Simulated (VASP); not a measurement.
Set up this calculation in VASP 6.6.1, as the native input.

| Quantity | Value |
| --- | --- |
| Task | single point |
| Functional | PBE |
| Potentials or basis | VASP PAW PBE potentials, release 64 (Al, N) |
| Cutoff | 520 eV |
| k mesh | 10 × 10 × 6 |
| Occupations | gaussian, width 0.02 eV |
| Spin | no spin polarisation |
| Dipole correction | no |
| Further INCAR settings | ALGO = Normal; EDIFF = 1e-07; NBANDS = 11 |

The structure of AlN lies in POSCAR:

```
AlN
1.0
    2.6923545806      0.0000000000      0.0000000000
    0.0000000000      2.6923545806      0.0000000000
    0.0000000000      0.0000000000      5.0032571295
Al N
1 1
Direct
    0.5000000000      0.5000000000      0.5000000000
    0.0000000000      0.0000000000      0.5000000000
```

The cell was generated, and may not be a known phase.

The input as run:

INCAR

```
SYSTEM = AlN
  PREC = Accurate
  ENCUT = 520
  EDIFF = 1E-7
  ISMEAR = 0
  SIGMA = 0.02
  LREAL = .False.
  LASPH = .True.
  NELM = 100
  ALGO = Normal
  ISIF = 2
  LWAVE = .False.
  LCHARG = .False.
  GGA = PE
  NBANDS = 11
```

KPOINTS

```
regular mesh
0
Gamma
  10 10 6
  0 0 0
```

Potentials or basis: VASP PAW PBE potentials, release 64 (Al, N).

Launch:

```bash
$ cat potpaw_PBE.64/Al/POTCAR potpaw_PBE.64/N/POTCAR > POTCAR
$ mpirun -np 1 vasp_std > vasp.out
```

It gave:

The pressure is -0.1 GPa. The band gap on the k mesh is 0.94 eV (least direct gap 1.89 eV).

Wall time 21 s on 1 thread of Intel(R) Xeon(R) Platinum 8259CL CPU @ 2.50GHz (Skylake/Cascade Lake), with other jobs on the host, peak memory 0.15 GiB.
